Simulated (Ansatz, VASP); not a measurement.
## PbSe in VASP and in Ansatz

```
Pb Se
1.0
     5.27561    0.00000    0.00000
    -2.63780    4.56881    0.00000
     0.00000    0.00000    6.33514
Pb Se
2 2
Direct
  0.33333 0.66667 0.25000
  0.66667 0.33333 0.75000
  0.66667 0.33333 0.25000
  0.33333 0.66667 0.75000
```

Alike in both runs: task single point; functional r2SCAN; k mesh 6 × 6 × 4; no spin polarisation.

|  | VASP | Ansatz |
| --- | --- | --- |
| version | VASP 6.6.1 | Ansatz 0.2.0 |
| potentials or method | VASP PAW PBE potentials, release 64 (Pb_d, Se) | plane waves, PAW |
| plane-wave cutoff (eV) | 520 | 500 |
| occupations | gaussian, width 0.01 eV | fixed |
| valence electrons in the cell | 40 | 60 |

|  | VASP | Ansatz | Ansatz less VASP |
| --- | --- | --- | --- |
| gap on the k mesh at the Fermi level (eV) | 1.55 | 1.55 | -0.001 |
| pressure (GPa) | -2.1 | -2.0 | +0.01 |
| traceless stress, the component that is largest in VASP (GPa) | -0.11 | -0.10 | +0.007 |

VASP's potentials were made for PBE, not for r2SCAN. VASP's potentials hold 40 valence electrons a cell and Ansatz's 60, so a difference there can come from the potentials and not from the codes.

Neither program's run includes spin-orbit coupling.
